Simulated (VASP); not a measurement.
# Sn: single point with PBEsol

The system is Sn.

```
CELL_PARAMETERS angstrom
-2.76373 2.76373 1.59930
2.76373 -2.76373 1.59930
2.76373 2.76373 -1.59930
ATOMIC_POSITIONS crystal
Sn 0.75000 0.25000 0.50000
Sn 0.00000 0.00000 0.00000
```

This cell differs from its parent crystal: strain -0.0600 x Voigt [1, 1, 0, 0, 0, 0].

- Program: VASP 6.6.1
- Task: single point
- Functional: PBEsol
- Potentials or basis: VASP PAW PBE potentials, release 64 (Sn_d)
- Cutoff: 520 eV
- k mesh: 16 × 16 × 16
- Occupations: gaussian, width 0.15 eV
- Spin: no spin polarisation

```
Pressure               : 7.2 GPa
Band gap on the k mesh : zero (bands 14 and 15 overlap by 5.46 eV)
```

Stress tensor (GPa, compression positive):
```
9.14 0.00 0.00
0.00 9.14 0.00
0.00 0.00 3.29
```

Levels at points of the mesh, in eV from the Fermi level:
```csv
k point,band 11,band 12,band 13,band 14,band 15,band 16,band 17,band 18
"(0.00, 0.00, 0.00)",-12.01,-2.67,-2.04,-2.04,3.01,6.61,6.69,7.22
"(0.50, 0.00, 0.00)",-7.61,-6.05,-2.17,-1.78,-1.63,2.02,3.18,5.36
"(0.50, 0.50, 0.00)",-9.42,-9.42,0.88,0.88,2.28,2.28,5.46,5.46
"(0.50, 0.50, 0.50)",-7.59,-7.59,-5.42,-5.42,4.21,4.21,11.30,11.30
```

Run time: 4.8 min on 1 thread of Intel(R) Xeon(R) Platinum 8259CL CPU @ 2.50GHz (Skylake/Cascade Lake), on a shared host, peak memory 0.39 GiB.

Caveat: the cell differs from its parent crystal (strain -0.0600 x Voigt [1, 1, 0, 0, 0, 0]); the stress differs along the axes, from 3 to 9 GPa; the PAW data sets were made with another functional, which shifts forces and pressure a little; spin-orbit coupling is left out, which moves the levels of the heavy elements.
